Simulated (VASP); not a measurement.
# TiC (I4/mmm) in VASP: single point with PBE

Aim: the single point of TiC with PBE.

All numbers are computed with VASP 6.6.1; they aren't measurements. Logs are shortened: lines on timing, memory, paths and dates and some standing lists are left out, and cuts for length are marked.

## Step 1: The cell of the first run

The structure is tetragonal, space group I4/mmm (No. 139). Conventional cell: a = 3.106 Å, b = 3.106 Å, c = 4.198 Å, α = 90.00°, β = 90.00°, γ = 90.00°. Within 2.8 Å of Ti (site symmetry 4/mmm) lie 6 C at 2.10 to 2.20 Å. Within 2.8 Å of C (site symmetry 4/mmm) lie 6 Ti at 2.10 to 2.20 Å.

## Step 2: Single point, PBE (strain +0.015 along x and y, -0.030 along z)

INCAR

```
SYSTEM = TiC
PREC = Accurate
ENCUT = 520
EDIFF = 1E-6
ISMEAR = 0
SIGMA = 0.15
LREAL = .False.
LASPH = .True.
NELM = 80
ALGO = Normal
ISIF = 2
LWAVE = .False.
LCHARG = .True.
GGA = PE
LELF = .True.
LVHAR = .True.
NBANDS = 15
```

KPOINTS

```
regular mesh
0
Gamma
  18 18 18
  0 0 0
```

POSCAR

```
TiC
1.0
    0.0000000000      2.1964600000      2.0990800000
    2.1964600000      0.0000000000      2.0990800000
    2.1964600000      2.1964600000      0.0000000000
Ti C
1 1
Direct
    0.0000000000      0.0000000000      0.0000000000
    0.5000000000      0.5000000000      0.5000000000
```

Potentials or basis: VASP PAW PBE potentials, release 64 (Ti_sv, C).

Started as:

```sh
$ cat potpaw_PBE.64/Ti_sv/POTCAR potpaw_PBE.64/C/POTCAR > POTCAR
$ mpirun -np 1 vasp_std > vasp.out
```

OUTCAR:

```text
SYSTEM = TiC
   PREC = Accurate
   ENCUT = 520
   EDIFF = 1E-6
   ISMEAR = 0
   LREAL = .False.
   LASPH = .True.
   NELM = 80
   ISIF = 2
   GGA = PE

 ion  position               nearest neighbor table
   1  0.000  0.000  0.000-   2 2.10   2 2.10   2 2.20   2 2.20   2 2.20   2 2.20
   2  0.500  0.500  0.500-   1 2.10   1 2.10   1 2.20   1 2.20   1 2.20   1 2.20

  LATTYP: Found a body centered tetragonal cell.
 ALAT       =     3.1062635212
 C/A-ratio  =     1.3515144389

  Lattice vectors:

 A1 = (   0.0000000000,  -2.1964600000,  -2.0990800000)
 A2 = (   0.0000000000,   2.1964600000,  -2.0990800000)
 A3 = (   2.1964600000,   0.0000000000,   2.0990800000)

Analysis of symmetry for initial positions (statically):
=====================================================================
 Subroutine PRICEL returns:
 Original cell was already a primitive cell.

 Routine SETGRP: Setting up the symmetry group for a
 body centered tetragonal supercell.

 Subroutine GETGRP returns: Found 16 space group operations
 (whereof 16 operations were pure point group operations)
 out of a pool of 16 trial point group operations.

The static configuration has the point symmetry D_4h.

Analysis of symmetry for dynamics (positions and initial velocities):
=====================================================================
 Subroutine PRICEL returns:
 Original cell was already a primitive cell.

 Routine SETGRP: Setting up the symmetry group for a
 body centered tetragonal supercell.

 Subroutine GETGRP returns: Found 16 space group operations
 (whereof 16 operations were pure point group operations)
 out of a pool of 16 trial point group operations.

The dynamic configuration has the point symmetry D_4h.

 Subroutine INISYM returns: Found 16 space group operations
 (whereof 16 operations are pure point group operations),
 and found     1 'primitive' translations

----------------------------------------------------------------------------------------

                                     Primitive cell

  volume of cell :      20.2538

  direct lattice vectors                    reciprocal lattice vectors
     0.000000000  2.196460000  2.099080000    -0.227639019  0.227639019  0.238199592
     2.196460000  0.000000000  2.099080000     0.227639019 -0.227639019  0.238199592
     2.196460000  2.196460000  0.000000000     0.227639019  0.227639019 -0.238199592

  length of vectors
     3.038185870  3.038185870  3.106263521     0.400472336  0.400472336  0.400472336

  position of ions in fractional coordinates (direct lattice)
     0.000000000  0.000000000  0.000000000
     0.500000000  0.500000000  0.500000000

  ion indices of the primitive-cell ions
   primitive index   ion index
                 1           1
                 2           2

----------------------------------------------------------------------------------------

 KPOINTS: regular mesh

Automatic generation of k-mesh.
 Grid dimensions read from file:
 generate k-points for:   18   18   18

 Generating k-lattice:

  Cartesian coordinates                     Fractional coordinates (reciprocal lattice)
    -0.012646612  0.012646612  0.013233311     0.055555556 -0.000000000  0.000000000
     0.012646612 -0.012646612  0.013233311    -0.000000000  0.055555556  0.000000000
     0.012646612  0.012646612 -0.013233311     0.000000000  0.000000000  0.055555556

  Length of vectors
     0.022248463  0.022248463  0.022248463

  Shift w.r.t. Gamma in fractional coordinates (k-lattice)
     0.000000000  0.000000000  0.000000000

 Subroutine IBZKPT returns following result:
 ===========================================

 Found    480 irreducible k-points:

 Following reciprocal coordinates:
            Coordinates               Weight
  0.000000  0.000000  0.000000      1.000000
  0.055556  0.000000  0.000000      8.000000
  0.111111  0.000000  0.000000      8.000000
  0.166667  0.000000  0.000000      8.000000
  0.222222 -0.000000  0.000000      8.000000
  0.277778  0.000000  0.000000      8.000000
[... 16 lines left out ...]
 -0.277778  0.055556  0.000000      8.000000
 -0.222222  0.055556  0.000000      8.000000
 [... further k-points ...]
   k-points           NKPTS =    480   k-points in BZ     NKDIM =    480   number of bands    NBANDS=     15
   number of dos      NEDOS =    301   number of ions     NIONS =      2
   total plane-waves  NPLWV =  13824
   dimension x,y,z NGX =    24 NGY =   24 NGZ =   24
   dimension x,y,z NGXF=    48 NGYF=   48 NGZF=   48
   ions per type =               1   1
   NGX,Y,Z   is equivalent  to a cutoff of  13.13, 13.13, 12.84 a.u.
   NGXF,Y,Z  is equivalent  to a cutoff of  26.27, 26.27, 25.69 a.u.
 SYSTEM =  TiC
   PREC   = accura    normal or accurate (medium, high low for compatibility)
   ISTART =      0    job   : 0-new  1-cont  2-samecut
   ICHARG =      2    charge: 1-file 2-atom 10-const
   ISPIN  =      1    spin polarized calculation?
   LNONCOLLINEAR =      F non collinear calculations
   LSORBIT =      F    spin-orbit coupling
   LASPH  =      T    aspherical Exc in radial PAW
   ENCUT  =  520.0 eV  38.22 Ry    6.18 a.u.   5.65  5.65  5.78*2*pi/ulx,y,z
   NELM   =     80;   NELMIN=  2; NELMDL= -5     # of ELM steps
   EDIFF  = 0.1E-05   stopping-criterion for ELM
   LREAL  =      F    real-space projection
   EDIFFG = 0.1E-04   stopping-criterion for IOM
   NSW    =      0    number of steps for IOM
   IBRION =     -1    ionic relax: 0-MD 1-quasi-New 2-CG
   NFREE  =      0    steps in history (QN), initial steepest desc. (CG)
   ISIF   =      2    stress and relaxation
   ISYM   =      2    0-nonsym 1-usesym 2-fastsym
   POTIM  = 0.5000    time-step for ionic-motion
   TEBEG  =    0.0;   TEEND  =   0.0 temperature during run
   PSTRESS=    0.0 pullay stress
   NELECT =      16.0000    total number of electrons
   NUPDOWN=      -1.0000    fix difference up-down
   EMIN   =  10.00;   EMAX   =-10.00  energy-range for DOS
   EFERMI =   0.00;   METHOD = LEGACY
   ISMEAR =     0;   SIGMA  =   0.15  broadening in eV -4-tet -1-fermi 0-gaus
   EFERMI_NEDOS =   21; number of points for ismear=-14 and -15
   IALGO  =     38    algorithm
   IMIX   =      4    mixing-type and parameters
     AMIX     =   0.40;   BMIX     =  1.00
     AMIX_MAG =   1.60;   BMIX_MAG =  1.00
  volume/ion in A,a.u.               =      10.13        68.34
  Fermi-wavevector in a.u.,A,eV,Ry     =   1.513374  2.859862 31.161439  2.290301
  Thomas-Fermi vector in A             =   2.623174
   LORBIT       =      0    0 simple, 1 ext, 2 COOP (PROOUT), +10 PAW based schemes
   GGA     = PE    functional components
   LHFCALC =     F    Hartree Fock is set to
   AEXX    =    0.0000 exact exchange contribution
   IVDW    =     0    specifies the selected vdW correction
   LEPSILON=     F    determine dielectric tensor
   LRPA    =     F    only Hartree local field effects (RPA)
 non-spin polarized calculation
 Gauss-broadening in eV      SIGMA  =   0.15
  energy-cutoff  :      520.00
  volume of cell :       20.25
 maximum number of plane-waves:       560
   NGX = 11   NGY = 11   NGZ = 11

 number of electron      15.9999998 magnetization

 Free energy of the ion-electron system (eV)
  ---------------------------------------------------
  ext. energy  EPLUGINS =         0.00000000
  ---------------------------------------------------
  free energy    TOTEN  =       -18.67417794 eV

  energy without entropy =      -18.67084031  energy(sigma->0) =      -18.67250912

 E-fermi :   9.4596     XC(G=0): -12.7097

 val. band max:        9.4591462141   @ k =   0.3333  -0.0000   0.2778
 cond. band min:       9.4663923837   @ k =   0.4444   0.0000   0.4444
 fundamental gap:      0.0072461697
 Fermi energy:         9.4596347711

 k-point     1 :       0.0000    0.0000    0.0000
  band No.  band energies     occupation
      1     -47.1228      2.00000
      2     -23.1656      2.00000
      3     -23.1656      2.00000
      4     -23.1092      2.00000
      5      -2.9636      2.00000
      6      10.0428      0.00000
      7      10.0428      0.00000
      8      10.3717      0.00000
      9      11.0013      0.00000
     10      11.0713      0.00000
     11      11.0713      0.00000
     12      11.2516      0.00000
     13      11.2869      0.00000
     14      20.0340      0.00000
     15      23.5167      0.00000

 k-point     2 :       0.0556    0.0000    0.0000
  band No.  band energies     occupation
      1     -47.1206      2.00000
      2     -23.1766      2.00000
      3     -23.1676      2.00000
      4     -23.1149      2.00000
      5      -2.8932      2.00000
      6       9.7470      0.00674
      7       9.8750      0.00009
      8      10.1321      0.00000
      9      10.4403      0.00000
     10      10.5815      0.00000
     11      11.3424      0.00000
     12      11.9046      0.00000
     13      12.1595      0.00000
     14      20.1611      0.00000
     15      23.5457      0.00000

 k-point     3 :       0.1111    0.0000    0.0000
  band No.  band energies     occupation
      1     -47.1142      2.00000
      2     -23.2146      2.00000
      3     -23.1734      2.00000
      4     -23.1249      2.00000
      5      -2.6853      2.00000
      6       9.0172      1.99997
      7       9.2341      1.96650
      8       9.4364      1.17352
      9      10.4654      0.00000
     10      10.5920      0.00000
     11      11.6410      0.00000
     12      12.8262      0.00000
     13      13.1260      0.00000
     14      20.4851      0.00000
     15      23.5720      0.00000
[... 343 lines left out ...]
 k-point    23 :      -0.2778    0.0556    0.0000
  band No.  band energies     occupation
      1     -47.0745      2.00000
      2     -23.4709      2.00000
      3     -23.2025      2.00000
      4     -23.1642      2.00000
      5      -1.1871      2.00000
      6       5.9165      2.00000
      7       7.2149      2.00000
      8       7.5558      2.00000
      9      11.3346      0.00000
     10      11.6902      0.00000
     11      12.5937      0.00000
     12      15.7115      0.00000
     13      16.1356      0.00000
     14      20.0848      0.00000
     15      24.3459      0.00000

 k-point    24 :      -0.2222    0.0556    0.0000
  band No.  band energies     occupation
      1     -47.0872      2.00000
      2     -23.3886      2.00000
      3     -23.1907      2.00000
      4     -23.1564      2.00000
      5      -1.7277      2.00000
      6       6.8156      2.00000
      7       7.6623      2.00000
      8       8.0573      2.00000
      9      10.9353      0.00000
     10      11.4093      0.00000
     11      12.3254      0.00000
     12      14.8492      0.00000
     13      15.3793      0.00000
     14      20.7326      0.00000
     15      23.8085      0.00000

 [... further k-points ...]

------------------------ aborting loop because EDIFF is reached ----------------------------------------

  FORCE on cell =-STRESS in cart. coord.  units (eV):
  Direction    XX          YY          ZZ          XY          YZ          ZX
  --------------------------------------------------------------------------------------
  -------------------------------------------------------------------------------------
  Total       -0.5419939     -0.5419939      1.9325898      0.0000000      0.0000000      0.0000000
  in kB      -42.8745357    -42.8745357    152.8778939      0.0000000      0.0000000      0.0000000
  external PRESSURE =      22.3762742 kB  Pullay stress =       0.0000000 kB

 VOLUME and BASIS-vectors are now :
 -----------------------------------------------------------------------------
  energy-cutoff  :      520.00
  volume of cell :       20.25
      direct lattice vectors                 reciprocal lattice vectors
     0.000000000  2.196460000  2.099080000    -0.227639019  0.227639019  0.238199592
     2.196460000  0.000000000  2.099080000     0.227639019 -0.227639019  0.238199592
     2.196460000  2.196460000  0.000000000     0.227639019  0.227639019 -0.238199592

 POSITION                                       TOTAL-FORCE (eV/Angst)
 -----------------------------------------------------------------------------------
      0.00000      0.00000      0.00000         0.000000     -0.000000     -0.000000
      2.19646      2.19646      2.09908        -0.000000      0.000000      0.000000
 -----------------------------------------------------------------------------------
    total drift:                                0.000000     -0.000000     -0.000000

  FREE ENERGIE OF THE ION-ELECTRON SYSTEM (eV)
  ---------------------------------------------------
  free  energy   TOTEN  =       -18.6741779369 eV

  energy  without entropy=      -18.6708403088  energy(sigma->0) =      -18.67250912
```

Wall time 76 s (1 thread of Intel Xeon 6975P-C, shared host); peak memory 0.26 GiB.

What came out:

- Free energy: -18.6742 eV
- Pressure: 2.2 GPa
- Band gap on the k mesh: zero (band 8 reaches 10.37 eV, above the bottom of band 9 at 8.73 eV)

Levels at points of the mesh, in eV from the Fermi level:
| k point | band 4 | band 5 | band 6 | band 7 | band 8 | band 9 | band 10 | band 11 | band 12 | band 13 |
| --- | --- | --- | --- | --- | --- | --- | --- | --- | --- | --- |
| (0.00, 0.00, 0.00) | -32.57 | -12.42 | 0.58 | 0.58 | 0.91 | 1.54 | 1.61 | 1.61 | 1.79 | 1.83 |
| (0.50, 0.00, 0.00) | -32.62 | -8.92 | -5.86 | -2.97 | -2.90 | 2.82 | 3.03 | 4.14 | 7.85 | 8.19 |
| (0.50, 0.50, 0.00) | -32.82 | -10.09 | -3.10 | -1.69 | -0.27 | -0.27 | 2.73 | 3.54 | 3.54 | 6.11 |
| (0.50, 0.00, 0.50) | -32.75 | -10.18 | -3.60 | -1.60 | 0.06 | 0.10 | 2.68 | 3.38 | 3.64 | 5.70 |

Caveat: the cell differs from its parent crystal (strain +0.015 along x and y, -0.030 along z).
